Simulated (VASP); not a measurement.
# Cu (Im-3m) in VASP: a series of runs

Runs on Cu. Level: PBEsol. Tasks: single point.

Everything below comes from runs of VASP 6.6.1. Logs are shortened: lines on timing, memory, paths and dates and some standing lists are left out, and cuts for length are marked.

## 1. The cell of the first run

Symmetry: Im-3m, No. 229, cubic system. The conventional cell has a = 2.744 Å, b = 2.744 Å, c = 2.744 Å, α = 90.00°, β = 90.00°, γ = 90.00°. Cu (site symmetry m-3m) has 14 Cu at 2.38 to 2.74 Å within 3.1 Å.

## 2. Single point, PBEsol

Input file INCAR:

```
  PREC = Accurate
  ENCUT = 520
  EDIFF = 1E-6
  ISMEAR = 0
  SIGMA = 0.1
  LREAL = False
  LASPH = True
  NELM = 60
  ALGO = Normal
  ISIF = 2
  LWAVE = False
  LCHARG = False
  GGA = PS
  NBANDS = 12
```

Input file KPOINTS:

```
Automatic mesh
0
Gamma
  23 23 23
```

Input file POSCAR:

```
Cu
1.0
    1.3718100622      1.3718100622      1.3718100622
   -1.3718100622      1.3718100622      1.3718100622
   -1.3718100622     -1.3718100622      1.3718100622
Cu
1
Direct
    0.0000000000      0.0000000000      0.0000000000
```

Potentials or basis: VASP PAW PBE potentials, release 64 (Cu).

The run is started by

```console
$ cat potpaw_PBE.64/Cu/POTCAR > POTCAR
$ mpirun -np 1 vasp_std > vasp.out
```

OUTCAR:

```text
PREC = Accurate
   ENCUT = 520
   EDIFF = 1E-6
   ISMEAR = 0
   LREAL = False
   LASPH = True
   NELM = 60
   ISIF = 2
   GGA = PS

 ion  position               nearest neighbor table
   1  0.000  0.000  0.000-

  LATTYP: Found a body centered cubic cell.
 ALAT       =     2.7436201244

  Lattice vectors:

 A1 = (   1.3718100622,  -1.3718100622,  -1.3718100622)
 A2 = (   1.3718100622,   1.3718100622,   1.3718100622)
 A3 = (  -1.3718100622,  -1.3718100622,   1.3718100622)

Analysis of symmetry for initial positions (statically):
=====================================================================
 Subroutine PRICEL returns:
 Original cell was already a primitive cell.

 Routine SETGRP: Setting up the symmetry group for a
 body centered cubic supercell.

 Subroutine GETGRP returns: Found 48 space group operations
 (whereof 48 operations were pure point group operations)
 out of a pool of 48 trial point group operations.

The static configuration has the point symmetry O_h .

Analysis of symmetry for dynamics (positions and initial velocities):
=====================================================================
 Subroutine PRICEL returns:
 Original cell was already a primitive cell.

 Routine SETGRP: Setting up the symmetry group for a
 body centered cubic supercell.

 Subroutine GETGRP returns: Found 48 space group operations
 (whereof 48 operations were pure point group operations)
 out of a pool of 48 trial point group operations.

The dynamic configuration has the point symmetry O_h .

 Subroutine INISYM returns: Found 48 space group operations
 (whereof 48 operations are pure point group operations),
 and found     1 'primitive' translations

----------------------------------------------------------------------------------------

                                     Primitive cell

  volume of cell :      10.3262

  direct lattice vectors                    reciprocal lattice vectors
     1.371810062  1.371810062  1.371810062     0.364481945  0.000000000  0.364481945
    -1.371810062  1.371810062  1.371810062    -0.364481945  0.364481945  0.000000000
    -1.371810062 -1.371810062  1.371810062     0.000000000 -0.364481945  0.364481945

  length of vectors
     2.376044726  2.376044726  2.376044726     0.515455310  0.515455310  0.515455310

  position of ions in fractional coordinates (direct lattice)
     0.000000000  0.000000000  0.000000000

  ion indices of the primitive-cell ions
   primitive index   ion index
                 1           1

----------------------------------------------------------------------------------------

 KPOINTS: Automatic mesh

Automatic generation of k-mesh.
 Grid dimensions read from file:
 generate k-points for:   23   23   23

 Generating k-lattice:

  Cartesian coordinates                     Fractional coordinates (reciprocal lattice)
     0.015847041  0.000000000  0.015847041     0.043478261  0.000000000  0.000000000
    -0.015847041  0.015847041  0.000000000     0.000000000  0.043478261  0.000000000
     0.000000000 -0.015847041  0.015847041     0.000000000  0.000000000  0.043478261

  Length of vectors
     0.022411100  0.022411100  0.022411100

  Shift w.r.t. Gamma in fractional coordinates (k-lattice)
     0.000000000  0.000000000  0.000000000

 Subroutine IBZKPT returns following result:
 ===========================================

 Found    364 irreducible k-points:

 Following reciprocal coordinates:
            Coordinates               Weight
  0.000000  0.000000  0.000000      1.000000
  0.043478  0.000000  0.000000     12.000000
  0.086957  0.000000  0.000000     12.000000
  0.130435  0.000000  0.000000     12.000000
  0.173913  0.000000  0.000000     12.000000
  0.217391  0.000000  0.000000     12.000000
[... 16 lines left out ...]
 -0.478261  0.043478 -0.000000     24.000000
  0.173913  0.086957  0.000000     24.000000
 [... further k-points ...]
   k-points           NKPTS =    364   k-points in BZ     NKDIM =    364   number of bands    NBANDS=     12
   number of dos      NEDOS =    301   number of ions     NIONS =      1
   total plane-waves  NPLWV =   5832
   dimension x,y,z NGX =    18 NGY =   18 NGZ =   18
   dimension x,y,z NGXF=    36 NGYF=   36 NGZF=   36
   ions per type =               1
   NGX,Y,Z   is equivalent  to a cutoff of  12.59, 12.59, 12.59 a.u.
   NGXF,Y,Z  is equivalent  to a cutoff of  25.19, 25.19, 25.19 a.u.
 SYSTEM =  unknown system
   PREC   = accura    normal or accurate (medium, high low for compatibility)
   ISTART =      0    job   : 0-new  1-cont  2-samecut
   ICHARG =      2    charge: 1-file 2-atom 10-const
   ISPIN  =      1    spin polarized calculation?
   LNONCOLLINEAR =      F non collinear calculations
   LSORBIT =      F    spin-orbit coupling
   LASPH  =      T    aspherical Exc in radial PAW
   ENCUT  =  520.0 eV  38.22 Ry    6.18 a.u.   4.42  4.42  4.42*2*pi/ulx,y,z
   NELM   =     60;   NELMIN=  2; NELMDL= -5     # of ELM steps
   EDIFF  = 0.1E-05   stopping-criterion for ELM
   LREAL  =      F    real-space projection
   EDIFFG = 0.1E-04   stopping-criterion for IOM
   NSW    =      0    number of steps for IOM
   IBRION =     -1    ionic relax: 0-MD 1-quasi-New 2-CG
   NFREE  =      0    steps in history (QN), initial steepest desc. (CG)
   ISIF   =      2    stress and relaxation
   ISYM   =      2    0-nonsym 1-usesym 2-fastsym
   POTIM  = 0.5000    time-step for ionic-motion
   TEBEG  =    0.0;   TEEND  =   0.0 temperature during run
   PSTRESS=    0.0 pullay stress
   NELECT =      11.0000    total number of electrons
   NUPDOWN=      -1.0000    fix difference up-down
   EMIN   =  10.00;   EMAX   =-10.00  energy-range for DOS
   EFERMI =   0.00;   METHOD = LEGACY
   ISMEAR =     0;   SIGMA  =   0.10  broadening in eV -4-tet -1-fermi 0-gaus
   EFERMI_NEDOS =   21; number of points for ismear=-14 and -15
   IALGO  =     38    algorithm
   IMIX   =      4    mixing-type and parameters
     AMIX     =   0.40;   BMIX     =  1.00
     AMIX_MAG =   1.60;   BMIX_MAG =  1.00
  volume/ion in A,a.u.               =      10.33        69.68
  Fermi-wavevector in a.u.,A,eV,Ry     =   1.671957  3.159540 38.034269  2.795440
  Thomas-Fermi vector in A             =   2.757188
   LORBIT       =      0    0 simple, 1 ext, 2 COOP (PROOUT), +10 PAW based schemes
   GGA     = PS    functional components
   LHFCALC =     F    Hartree Fock is set to
   AEXX    =    0.0000 exact exchange contribution
   IVDW    =     0    specifies the selected vdW correction
   LEPSILON=     F    determine dielectric tensor
   LRPA    =     F    only Hartree local field effects (RPA)
 non-spin polarized calculation
 Gauss-broadening in eV      SIGMA  =   0.10
  energy-cutoff  :      520.00
  volume of cell :       10.33
 maximum number of plane-waves:       321
 NGX is ok and might be reduce to    18
   NGX =  9   NGY =  9   NGZ =  9

 number of electron      11.0000002 magnetization

 Free energy of the ion-electron system (eV)
  ---------------------------------------------------
  ext. energy  EPLUGINS =         0.00000000
  ---------------------------------------------------
  free energy    TOTEN  =        -4.20775452 eV

  energy without entropy =       -4.20613405  energy(sigma->0) =       -4.20694428

 E-fermi :   9.1804     XC(G=0): -13.7128

 val. band max:        9.1726705894   @ k =  -0.4783   0.0870   0.0000
 cond. band min:       9.1976387638   @ k =   0.4348   0.1739   0.1304
 fundamental gap:      0.0249681744
 Fermi energy:         9.1804277304

 k-point     1 :       0.0000    0.0000    0.0000
  band No.  band energies     occupation
      1      -1.2764      2.00000
      2       5.6222      2.00000
      3       5.6222      2.00000
      4       5.6222      2.00000
      5       6.8650      2.00000
      6       6.8650      2.00000
      7      35.5265      0.00000
      8      35.5265      0.00000
      9      35.5265      0.00000
     10      40.2601      0.00000
     11      40.2601      0.00000
     12      40.9136      0.00000

 k-point     2 :       0.0435    0.0000    0.0000
  band No.  band energies     occupation
      1      -1.1959      2.00000
      2       5.6051      2.00000
      3       5.6214      2.00000
      4       5.6565      2.00000
      5       6.8477      2.00000
      6       6.8664      2.00000
      7      34.7339      0.00000
      8      35.3579      0.00000
      9      35.3712      0.00000
     10      39.3100      0.00000
     11      39.4331      0.00000
     12      39.4504      0.00000

 k-point     3 :       0.0870    0.0000    0.0000
  band No.  band energies     occupation
      1      -0.9562      2.00000
      2       5.5550      2.00000
      3       5.6162      2.00000
      4       5.7576      2.00000
      5       6.8013      2.00000
      6       6.8704      2.00000
      7      32.8609      0.00000
      8      34.7686      0.00000
      9      34.9827      0.00000
     10      37.7789      0.00000
     11      38.3467      0.00000
     12      38.7131      0.00000

 k-point     4 :       0.1304    0.0000    0.0000
  band No.  band energies     occupation
      1      -0.5637      2.00000
      2       5.4764      2.00000
      3       5.6005      2.00000
      4       5.9208      2.00000
      5       6.7424      2.00000
      6       6.8777      2.00000
      7      30.5631      0.00000
      8      33.7936      0.00000
      9      34.4978      0.00000
     10      36.1806      0.00000
     11      37.5577      0.00000
     12      38.7636      0.00000

 k-point     5 :       0.1739    0.0000    0.0000
  band No.  band energies     occupation
      1      -0.0302      2.00000
      2       5.3756      2.00000
      3       5.5698      2.00000
      4       6.1378      2.00000
      5       6.6929      2.00000
      6       6.8886      2.00000
      7      28.1432      0.00000
      8      32.6689      0.00000
      9      34.0092      0.00000
     10      34.6754      0.00000
     11      36.9726      0.00000
     12      39.2632      0.00000
[... 228 lines left out ...]
      1       3.2114      2.00000
      2       4.8077      2.00000
      3       6.6052      2.00000
      4       6.8446      2.00000
      5       7.1470      2.00000
      6       7.8495      2.00000
      7      16.2268      0.00000
      8      27.5254      0.00000
      9      28.6538      0.00000
     10      32.9122      0.00000
     11      36.3894      0.00000
     12      44.2189      0.00000

 k-point    22 :       0.4783    0.0435    0.0000
  band No.  band energies     occupation
      1       3.3179      2.00000
      2       4.7626      2.00000
      3       6.7839      2.00000
      4       6.8926      2.00000
      5       7.4136      2.00000
      6       8.3232      2.00000
      7      14.8638      0.00000
      8      27.2471      0.00000
      9      28.2971      0.00000
     10      32.8054      0.00000
     11      36.3640      0.00000
     12      44.6566      0.00000

 k-point    23 :      -0.4783    0.0435   -0.0000
  band No.  band energies     occupation
      1       3.3448      2.00000
      2       4.7473      2.00000
      3       6.8155      2.00000
      4       6.9032      2.00000
      5       7.5164      2.00000
      6       8.6092      2.00000
      7      14.3110      0.00000
      8      27.1529      0.00000
      9      28.1768      0.00000
     10      32.7700      0.00000
     11      36.3575      0.00000
     12      44.7804      0.00000

 k-point    24 :       0.1739    0.0870    0.0000
  band No.  band energies     occupation
      1      -0.3318      2.00000
      2       5.4715      2.00000
      3       5.5278      2.00000
      4       6.0392      2.00000
      5       6.6995      2.00000
      6       6.8961      2.00000
      7      30.2765      0.00000
      8      31.3445      0.00000
      9      34.7154      0.00000
     10      35.5152      0.00000
     11      38.2564      0.00000
     12      39.4223      0.00000

 [... further k-points ...]

------------------------ aborting loop because EDIFF is reached ----------------------------------------

  FORCE on cell =-STRESS in cart. coord.  units (eV):
  Direction    XX          YY          ZZ          XY          YZ          ZX
  --------------------------------------------------------------------------------------
  -------------------------------------------------------------------------------------
  Total        1.3400765      1.3400765      1.3400765     -0.0000000      0.0000000     -0.0000000
  in kB      207.9209354    207.9209354    207.9209354     -0.0000000      0.0000000     -0.0000000
  external PRESSURE =     207.9209354 kB  Pullay stress =       0.0000000 kB

 VOLUME and BASIS-vectors are now :
 -----------------------------------------------------------------------------
  energy-cutoff  :      520.00
  volume of cell :       10.33
      direct lattice vectors                 reciprocal lattice vectors
     1.371810062  1.371810062  1.371810062     0.364481945  0.000000000  0.364481945
    -1.371810062  1.371810062  1.371810062    -0.364481945  0.364481945  0.000000000
    -1.371810062 -1.371810062  1.371810062     0.000000000 -0.364481945  0.364481945

 POSITION                                       TOTAL-FORCE (eV/Angst)
 -----------------------------------------------------------------------------------
      0.00000      0.00000      0.00000        -0.000000     -0.000000      0.000000
 -----------------------------------------------------------------------------------
    total drift:                                0.000000      0.000000      0.000000

  FREE ENERGIE OF THE ION-ELECTRON SYSTEM (eV)
  ---------------------------------------------------
  free  energy   TOTEN  =        -4.2077545183 eV

  energy  without entropy=       -4.2061340453  energy(sigma->0) =       -4.20694428
```

Run time: 30 s. Hardware: 1 thread of Intel Xeon Platinum 8488C (Sapphire Rapids), shared host; peak memory 0.15 GiB.

Results:

```
Free energy : -4.2078 eV
Pressure    : 20.8 GPa
```

Caveat: the PAW data sets were made with another functional, which shifts forces and pressure a little.

(Part 1 of 2 ends here.)
